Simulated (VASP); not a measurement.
# H3C2 (C2/m) in VASP: a series of runs

H3C2 is run at these levels: PBE+D3(BJ); tasks: single point.

All numbers are computed with VASP 6.6.1; they aren't measurements. Logs are shortened: lines on timing, memory, paths and dates and some standing lists are left out, and cuts for length are marked.

**1. The cell of the first run**

Symmetry: C2/m, No. 12, monoclinic system. Conventional cell: a = 6.850 Å, b = 6.562 Å, c = 4.420 Å, α = 90.00°, β = 96.11°, γ = 90.00°. H (site symmetry m) has 1 C at 1.10 Å within 1.5 Å. Within 1.5 Å of H (site symmetry 1) lie 1 C at 1.10 Å. Within 1.6 Å of C (site symmetry m) lie 2 C at 1.22 to 1.46 Å. Within 1.5 Å of C (site symmetry m) lie 3 H at 1.10 Å and 1 C at 1.46 Å.

**2. Single point, PBE+D3(BJ) (9.88 Å³/atom)**

INCAR

```
SYSTEM = H3C2
PREC = Accurate ; ENCUT = 520
EDIFF = 1E-7 ; ISMEAR = 0
SIGMA = 0.02 ; LREAL = .False.
LASPH = .True. ; NELM = 100
ALGO = Normal ; ISIF = 2
LWAVE = .False. ; LCHARG = .False.
GGA = PE ; IVDW = 12
NBANDS = 22
```

KPOINTS

```
Automatic mesh
0
Gamma
  6 6 6
  0 0 0
```

POSCAR

```
H3C2
1.0
    3.4229697729     -3.2812198084      0.1166925257
    3.4229697729      3.2812198084      0.1166925257
   -0.6195916411      0.0000000000      4.3764238782
H C
6 4
Direct
    0.2434790978      0.2434790978      0.5105008169
    0.7565209022      0.7565209022      0.4894991831
    0.2174556772      0.4884095606      0.2234732127
    0.5115904394      0.7825443228      0.7765267873
    0.7825443228      0.5115904394      0.7765267873
    0.4884095606      0.2174556772      0.2234732127
    0.0782123500      0.0782123500      0.0790119502
    0.9217876500      0.9217876500      0.9209880498
    0.2657954696      0.2657954696      0.2678662426
    0.7342045304      0.7342045304      0.7321337574
```

Potentials or basis: VASP PAW PBE potentials, release 64 (H, C).

The run is started by

```console
cat potpaw_PBE.64/H/POTCAR potpaw_PBE.64/C/POTCAR > POTCAR
mpirun -np 1 vasp_std > vasp.out
```

OUTCAR:

```text
SYSTEM = H3C2
   PREC = Accurate
   ENCUT = 520
   EDIFF = 1E-7
   ISMEAR = 0
   LREAL = .False.
   LASPH = .True.
   NELM = 100
   ISIF = 2
   GGA = PE
   IVDW = 12
 IVDW          = 12

 ion  position               nearest neighbor table
   1  0.243  0.243  0.511-   9 1.10
   2  0.757  0.757  0.489-  10 1.10
   3  0.217  0.488  0.223-   9 1.10
   4  0.512  0.783  0.777-  10 1.10
   5  0.783  0.512  0.777-  10 1.10
   6  0.488  0.217  0.223-   9 1.10
   7  0.078  0.078  0.079-   8 1.22   9 1.46
   8  0.922  0.922  0.921-   7 1.22  10 1.46
   9  0.266  0.266  0.268-   1 1.10   3 1.10   6 1.10   7 1.46
  10  0.734  0.734  0.732-   2 1.10   4 1.10   5 1.10   8 1.46

  LATTYP: Found a base centered monoclinic cell.
 ALAT       =     6.8499165577
 B/A-ratio  =     0.9580320522
 C/A-ratio  =     0.6452729090
 COS(beta)  =    -0.1063608169

  Lattice vectors:

 A1 = (   3.4229697729,  -3.2812198084,   0.1166925257)
 A2 = (   3.4229697729,   3.2812198084,   0.1166925257)
 A3 = (  -0.6195916411,   0.0000000000,   4.3764238782)

Analysis of symmetry for initial positions (statically):
=====================================================================
 Subroutine PRICEL returns:
 Original cell was already a primitive cell.

 Routine SETGRP: Setting up the symmetry group for a
 base centered monoclinic supercell.

 Subroutine GETGRP returns: Found  4 space group operations
 (whereof  4 operations were pure point group operations)
 out of a pool of  4 trial point group operations.

The static configuration has the point symmetry C_2h.

Analysis of symmetry for dynamics (positions and initial velocities):
=====================================================================
 Subroutine PRICEL returns:
 Original cell was already a primitive cell.

 Routine SETGRP: Setting up the symmetry group for a
 base centered monoclinic supercell.

 Subroutine GETGRP returns: Found  4 space group operations
 (whereof  4 operations were pure point group operations)
 out of a pool of  4 trial point group operations.

The dynamic configuration has the point symmetry C_2h.

 Subroutine INISYM returns: Found  4 space group operations
 (whereof  4 operations are pure point group operations),
 and found     1 'primitive' translations

----------------------------------------------------------------------------------------

                                     Primitive cell

  volume of cell :      98.7822

  direct lattice vectors                    reciprocal lattice vectors
     3.422969773 -3.281219808  0.116692526     0.145370368 -0.152382354  0.020580791
     3.422969773  3.281219808  0.116692526     0.145370368  0.152382354  0.020580791
    -0.619591641  0.000000000  4.376423878    -0.007752282  0.000000000  0.227399534

  length of vectors
     4.743073122  4.743073122  4.420065584     0.211604572  0.211604572  0.227531637

  position of ions in fractional coordinates (direct lattice)
     0.243479098  0.243479098  0.510500817
     0.756520902  0.756520902  0.489499183
     0.217455677  0.488409561  0.223473213
     0.511590439  0.782544323  0.776526787
     0.782544323  0.511590439  0.776526787
     0.488409561  0.217455677  0.223473213
     0.078212350  0.078212350  0.079011950
     0.921787650  0.921787650  0.920988050
     0.265795470  0.265795470  0.267866243
     0.734204530  0.734204530  0.732133757

  ion indices of the primitive-cell ions
   primitive index   ion index
                 1           1
                 2           2
                 3           3
                 4           4
                 5           5
                 6           6
                 7           7
                 8           8
                 9           9
                10          10

----------------------------------------------------------------------------------------

 KPOINTS: Automatic mesh

Automatic generation of k-mesh.
 Grid dimensions read from file:
 generate k-points for:    6    6    6

 Generating k-lattice:

  Cartesian coordinates                     Fractional coordinates (reciprocal lattice)
     0.024228395 -0.025397059  0.003430132     0.166666667  0.000000000  0.000000000
     0.024228395  0.025397059  0.003430132     0.000000000  0.166666667  0.000000000
    -0.001292047  0.000000000  0.037899922    -0.000000000 -0.000000000  0.166666667

  Length of vectors
     0.035267429  0.035267429  0.037921940

  Shift w.r.t. Gamma in fractional coordinates (k-lattice)
     0.000000000  0.000000000  0.000000000

 Subroutine IBZKPT returns following result:
 ===========================================

 Found     68 irreducible k-points:

 Following reciprocal coordinates:
            Coordinates               Weight
  0.000000  0.000000  0.000000      1.000000
  0.166667  0.000000 -0.000000      4.000000
  0.333333  0.000000  0.000000      4.000000
  0.500000  0.000000 -0.000000      2.000000
  0.166667  0.166667  0.000000      2.000000
  0.333333  0.166667  0.000000      4.000000
[... 16 lines left out ...]
 -0.333333  0.166667  0.166667      4.000000
 -0.166667  0.166667  0.166667      4.000000
 [... further k-points ...]
   k-points           NKPTS =     68   k-points in BZ     NKDIM =     68   number of bands    NBANDS=     22
   number of dos      NEDOS =    301   number of ions     NIONS =     10
   total plane-waves  NPLWV =  46656
   dimension x,y,z NGX =    36 NGY =   36 NGZ =   36
   dimension x,y,z NGXF=    72 NGYF=   72 NGZF=   72
   ions per type =               6   4
   NGX,Y,Z   is equivalent  to a cutoff of  12.62, 12.62, 13.54 a.u.
   NGXF,Y,Z  is equivalent  to a cutoff of  25.24, 25.24, 27.08 a.u.
 SYSTEM =  H3C2
   PREC   = accura    normal or accurate (medium, high low for compatibility)
   ISTART =      0    job   : 0-new  1-cont  2-samecut
   ICHARG =      2    charge: 1-file 2-atom 10-const
   ISPIN  =      1    spin polarized calculation?
   LNONCOLLINEAR =      F non collinear calculations
   LSORBIT =      F    spin-orbit coupling
   LASPH  =      T    aspherical Exc in radial PAW
   ENCUT  =  520.0 eV  38.22 Ry    6.18 a.u.   8.82  8.82  8.22*2*pi/ulx,y,z
   NELM   =    100;   NELMIN=  2; NELMDL= -5     # of ELM steps
   EDIFF  = 0.1E-06   stopping-criterion for ELM
   LREAL  =      F    real-space projection
   EDIFFG = 0.1E-05   stopping-criterion for IOM
   NSW    =      0    number of steps for IOM
   IBRION =     -1    ionic relax: 0-MD 1-quasi-New 2-CG
   NFREE  =      0    steps in history (QN), initial steepest desc. (CG)
   ISIF   =      2    stress and relaxation
   ISYM   =      2    0-nonsym 1-usesym 2-fastsym
   POTIM  = 0.5000    time-step for ionic-motion
   TEBEG  =    0.0;   TEEND  =   0.0 temperature during run
   PSTRESS=    0.0 pullay stress
   NELECT =      22.0000    total number of electrons
   NUPDOWN=      -1.0000    fix difference up-down
   EMIN   =  10.00;   EMAX   =-10.00  energy-range for DOS
   EFERMI =   0.00;   METHOD = LEGACY
   ISMEAR =     0;   SIGMA  =   0.02  broadening in eV -4-tet -1-fermi 0-gaus
   EFERMI_NEDOS =   21; number of points for ismear=-14 and -15
   IALGO  =     38    algorithm
   IMIX   =      4    mixing-type and parameters
     AMIX     =   0.40;   BMIX     =  1.00
     AMIX_MAG =   1.60;   BMIX_MAG =  1.00
  volume/ion in A,a.u.               =       9.88        66.66
  Fermi-wavevector in a.u.,A,eV,Ry     =   0.992330  1.875232 13.397913  0.984719
  Thomas-Fermi vector in A             =   2.124134
   LORBIT       =      0    0 simple, 1 ext, 2 COOP (PROOUT), +10 PAW based schemes
   GGA     = PE    functional components
   LHFCALC =     F    Hartree Fock is set to
   AEXX    =    0.0000 exact exchange contribution
   IVDW    =    12    specifies the selected vdW correction
   LEPSILON=     F    determine dielectric tensor
   LRPA    =     F    only Hartree local field effects (RPA)
 non-spin polarized calculation
 Gauss-broadening in eV      SIGMA  =   0.02
  energy-cutoff  :      520.00
  volume of cell :       98.78
 maximum number of plane-waves:      2686
   NGX = 17   NGY = 17   NGZ = 17

 number of electron      22.0000001 magnetization

 Free energy of the ion-electron system (eV)
  ---------------------------------------------------
  ext. energy  EPLUGINS =         0.00000000
  ---------------------------------------------------
  free energy    TOTEN  =       -56.74718936 eV

  energy without entropy =      -56.74718936  energy(sigma->0) =      -56.74718936

 E-fermi :  -1.5856     XC(G=0):  -7.3317

 val. band max:       -1.6932378047   @ k =   0.5000   0.5000   0.5000
 cond. band min:       2.9164627906   @ k =   0.0000   0.0000   0.0000
 fundamental gap:      4.6097005954
 Fermi energy:        -1.5856181148

 k-point     1 :       0.0000    0.0000    0.0000
  band No.  band energies     occupation
      1     -15.8279      2.00000
      2     -14.3779      2.00000
      3     -12.5898      2.00000
      4      -7.6558      2.00000
      5      -6.9080      2.00000
      6      -6.4667      2.00000
[... 14 lines left out ...]
     21       9.4437      0.00000
     22       9.5486      0.00000

 k-point     2 :       0.1667    0.0000   -0.0000
  band No.  band energies     occupation
      1     -15.7878      2.00000
      2     -14.4296      2.00000
      3     -12.5690      2.00000
      4      -7.7870      2.00000
      5      -6.8004      2.00000
      6      -6.5139      2.00000
[... 14 lines left out ...]
     21       9.2850      0.00000
     22       9.6721      0.00000
[... 523 lines left out ...]
     21       9.1856      0.00000
     22       9.8026      0.00000

 k-point    24 :      -0.1667    0.1667    0.1667
  band No.  band energies     occupation
      1     -15.7194      2.00000
      2     -14.4597      2.00000
      3     -12.5986      2.00000
      4      -7.7980      2.00000
      5      -6.8526      2.00000
      6      -6.5425      2.00000
[... 14 lines left out ...]
     21       9.4736      0.00000
     22       9.5786      0.00000

 [... further k-points ...]

------------------------ aborting loop because EDIFF is reached ----------------------------------------

 Edisp (eV)   -0.54946

 E8    (eV) :    -0.1295

  FORCE on cell =-STRESS in cart. coord.  units (eV):
  Direction    XX          YY          ZZ          XY          YZ          ZX
  --------------------------------------------------------------------------------------
  -------------------------------------------------------------------------------------
  Total      -0.23480    -0.21421    -0.18310     0.00000     0.00000     0.02459
  in kB      -3.80826    -3.47430    -2.96976     0.00000     0.00000     0.39884
  external pressure =       -3.42 kB  Pullay stress =        0.00 kB

 VOLUME and BASIS-vectors are now :
 -----------------------------------------------------------------------------
  energy-cutoff  :      520.00
  volume of cell :       98.78
      direct lattice vectors                 reciprocal lattice vectors
     3.422969773 -3.281219808  0.116692526     0.145370368 -0.152382354  0.020580791
     3.422969773  3.281219808  0.116692526     0.145370368  0.152382354  0.020580791
    -0.619591641  0.000000000  4.376423878    -0.007752282  0.000000000  0.227399534

 POSITION                                       TOTAL-FORCE (eV/Angst)
 -----------------------------------------------------------------------------------
      1.35054      0.00000      2.29099        -0.007386     -0.000000      0.021434
      4.87581      0.00000      2.31882         0.007386     -0.000000     -0.021434
      2.27769      0.88906      1.06038         0.014471      0.020194     -0.003925
      3.94865      0.88906      3.54943        -0.014471      0.020194      0.003925
      3.94865     -0.88906      3.54943        -0.014471     -0.020194      0.003925
      2.27769     -0.88906      1.06038         0.014471     -0.020194     -0.003925
      0.48648      0.00000      0.36404         0.061023     -0.000000      0.044688
      5.73987      0.00000      4.24577        -0.061023     -0.000000     -0.044688
      1.65365      0.00000      1.23433        -0.018986     -0.000000     -0.013001
      4.57270      0.00000      3.37548         0.018986     -0.000000      0.013001
 -----------------------------------------------------------------------------------
    total drift:                               -0.000000     -0.000000      0.000000

  FREE ENERGIE OF THE ION-ELECTRON SYSTEM (eV)
  ---------------------------------------------------
  free  energy   TOTEN  =       -57.2966484067 eV

  energy  without entropy=      -57.2966484067  energy(sigma->0) =      -57.29664841
```

Wall time 3.3 min (1 thread of Oxide Virtual Turin-like, shared host); peak memory 0.23 GiB.

What came out:

```
Free energy                : -57.2966 eV
Pressure                   : -0.3 GPa
Largest force              : 0.076 eV/Å
Band gap on the k mesh     : 4.61 eV (least direct gap 5.17 eV)
Dispersion energy per atom : -0.055 eV
```

Forces on the atoms (eV/Å):
```
H   -0.007  0.000  0.021
H    0.007  0.000 -0.021
H    0.014  0.020 -0.004
H   -0.014  0.020  0.004
H   -0.014 -0.020  0.004
H    0.014 -0.020 -0.004
C    0.061  0.000  0.045
C   -0.061  0.000 -0.045
C   -0.019  0.000 -0.013
C    0.019  0.000  0.013
```

**3. Single point, PBE+D3(BJ) (10.25 Å³/atom)**

This run uses another cell than the first one, of 10.25 Å³/atom.

INCAR

```
SYSTEM = H3C2
PREC = Accurate
ENCUT = 520
EDIFF = 1E-6
ISMEAR = 0
SIGMA = 0.02
LREAL = .FALSE.
LASPH = .TRUE.
NELM = 60
ALGO = Normal
ISIF = 2
LWAVE = .FALSE.
LCHARG = .FALSE.
GGA = PE
IVDW = 12
NBANDS = 22
```

KPOINTS

```
regular mesh
0
G
  6 6 6
  0 0 0
```

POSCAR

```
H3C2
1.0
    3.4177107645     -3.3253646368      0.1386124671
    3.4177107645      3.3253646368      0.1386124671
   -0.5943405670      0.0000000000      4.4857344699
H C
6 4
Direct
    0.2362262288      0.2362262288      0.5009671475
    0.7637737712      0.7637737712      0.4990328525
    0.2165055704      0.4838859934      0.2225227447
    0.5161140066      0.7834944296      0.7774772553
    0.7834944296      0.5161140066      0.7774772553
    0.4838859934      0.2165055704      0.2225227447
    0.0771696065      0.0771696065      0.0779596206
    0.9228303935      0.9228303935      0.9220403794
    0.2621768182      0.2621768182      0.2646816608
    0.7378231818      0.7378231818      0.7353183392
```

Potentials or basis: VASP PAW PBE potentials, release 64 (H, C).

The run is started by

```console
cat potpaw_PBE.64/H/POTCAR potpaw_PBE.64/C/POTCAR > POTCAR
mpirun -np 1 vasp_std > vasp.out
```

Wall time 3.8 min (1 thread of Oxide Virtual Turin-like, shared host); peak memory 0.24 GiB.

Results (log left out):

```
Free energy                : -57.2891 eV
Pressure                   : -0.5 GPa
Largest force              : 0.074 eV/Å
Band gap on the k mesh     : 4.58 eV (least direct gap 5.27 eV)
Dispersion energy per atom : -0.053 eV
```

Forces in eV/Å, atoms in the order of the input:
```
H   -0.010  0.000  0.021
H    0.010  0.000 -0.021
H    0.015  0.020 -0.004
H   -0.015  0.020  0.004
H   -0.015 -0.020  0.004
H    0.015 -0.020 -0.004
C    0.057  0.000  0.047
C   -0.057  0.000 -0.047
C   -0.013  0.000 -0.013
C    0.013  0.000  0.013
```

Levels at points of the mesh, in eV from the valence-band top:
```tsv
k point	band 7	band 8	band 9	band 10	band 11	band 12	band 13	band 14	band 15	band 16
(0.00, 0.00, 0.00)	-4.51	-4.40	-4.33	-1.21	-1.12	4.58	5.89	6.26	8.36	8.70
(0.50, 0.00, 0.00)	-4.62	-4.49	-4.41	-1.06	-0.32	5.20	5.57	6.39	7.07	8.73
(0.50, 0.50, 0.00)	-4.64	-4.43	-4.09	-0.74	-0.07	5.20	6.29	7.17	7.30	7.60
(0.00, 0.00, 0.50)	-4.74	-4.51	-4.49	-1.08	-0.39	5.37	5.78	6.62	7.37	8.72
(0.50, 0.00, 0.50)	-4.64	-4.56	-4.17	-0.85	-0.10	5.52	6.56	7.26	7.78	8.03
(0.50, 0.50, 0.50)	-4.94	-4.61	-4.53	-0.05	0.00	6.30	6.47	7.52	7.94	8.14
```

A k mesh can miss the band edges.
